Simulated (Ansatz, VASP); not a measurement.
**BeSi3Hg2 in VASP and in Ansatz**

```
Be Si Hg
1.0
     4.78573    0.00000    0.00000
    -2.39286    4.14456    0.00000
     0.00000    0.00000    6.29486
Be Si Hg
1 3 2
Direct
  0.00000 0.00000 0.00000
  0.50000 0.00000 0.50000
  0.50000 0.50000 0.50000
  0.00000 0.50000 0.50000
  0.33333 0.66667 0.00000
  0.66667 0.33333 0.00000
```

Alike in both runs: functional PBE; k mesh 6 × 6 × 6; occupations gaussian, width 0.1 eV; no spin polarisation.

Ansatz relaxed the structure, and its values are those at the end. VASP's run is a single point on that final structure, the one shown.

```csv
,VASP,Ansatz
version,VASP 6.6.1,Ansatz 0.2.0
potentials or method,"VASP PAW PBE potentials, release 64 (Be, Si, Hg), cutoff 520 eV","scalar-relativistic, plane waves, PAW"
valence electrons in the cell,38,54
```

```csv
,VASP,Ansatz,Ansatz less VASP
gap on the k mesh at the Fermi level (eV),none,none,-
pressure (GPa),0.2,0.0,-0.17
```

A gap of «none» marks a metal or a gap that the smearing closes. The functional is the same, so the differences come from potentials, cutoffs and numerics. VASP's potentials hold 38 valence electrons a cell and Ansatz's 54, so a difference there can come from the potentials and not from the codes.

Spin-orbit coupling is off throughout.
